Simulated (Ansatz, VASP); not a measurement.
## Two plane-wave programs on FePb

File INCAR:

```
ALGO = Fast
EDIFF = 1E-6
ENCUT = 520
GGA = PE
ISIF = 2
ISMEAR = 0
ISPIN = 2
LASPH = True
LCHARG = False
LMAXMIX = 4
LORBIT = 11
LREAL = False
LWAVE = False
MAGMOM = 3 -3 0 0
NBANDS = 34
NELM = 150
PREC = Accurate
SIGMA = 0.1
```

The input KPOINTS:

```
k-points
0
Gamma
  12 12 6
```

Contents of POSCAR:

```
FePb
1.0
    3.3986417989      0.0000000000      3.3986417989
    0.0000000000      3.3986417989      3.3986417989
    0.0000000000      0.0000000000      6.7972835978
Fe Pb
2 2
Direct
    1.0000000000      1.0000000000      0.0000000000
    1.0000000000      1.0000000000      0.5000000000
    0.5000000000      0.5000000000      0.7500000000
    0.5000000000      0.5000000000      0.2500000000
```

Input for Ansatz:

```yaml
crystal:
  lattice:
    - [3.3986418556, 0.0, 3.3986418556]
    - [0.0, 3.3986418556, 3.3986418556]
    - [0.0, 0.0, 6.7972837112]
  atoms:
    - { symbol: Fe, position: [0.0, 1.0, 1.0], spin: 3.0 }
    - { symbol: Pb, position: [0.5, 0.5, 0.75] }
    - { symbol: Fe, position: [0.0, 1.0, 0.5], spin: -3.0 }
    - { symbol: Pb, position: [0.5, 0.5, 0.25] }
basis:
  ecutwfc: 420
kpoints:
  mp_grid: { grid: [12, 12, 6] }
hamiltonian:
  xc: pbe
scf:
  occupations: { method: gaussian, width: 0.1 }
  lower_state_search: "off"
output:
  forces: true
  stress: true
  eigenvalues: true
  populations: true
magnetization:
  spin_polarized: true
```

Alike in both runs: task single point; functional PBE; k mesh 12 × 12 × 6; occupations gaussian, width 0.1 eV; collinear spin.

```csv
,VASP,Ansatz
version,VASP 6.6.1,Ansatz 0.2.0
potentials or method,"VASP PAW PBE potentials, release 64 (Fe, Pb_d), cutoff 520 eV","scalar-relativistic, plane waves, PAW"
valence electrons in the cell,44,60
```

Ansatz gave:

```
gap on the k mesh at the Fermi level (eV)                     : none
pressure (GPa)                                                : 0.0
net moment per atom (μB)                                      : 0.00
size of the moment on the site where the two differ most (μB) : 2.47
```

Problem. Which values does VASP return?

Solution. gap on the k mesh at the Fermi level (eV): none; pressure (GPa): -0.1; net moment per atom (μB): 0.00; size of the moment on the site where the two differ most (μB): 2.42.

Site moments also hang on the region over which each program counts them. A gap of «none» marks a metal or a gap that the smearing closes. With one functional, cell and mesh, what is left measures potentials, basis and numerics. VASP's potentials hold 44 valence electrons a cell and Ansatz's 60, so a difference there can come from the potentials and not from the codes.

Spin-orbit coupling is off throughout.
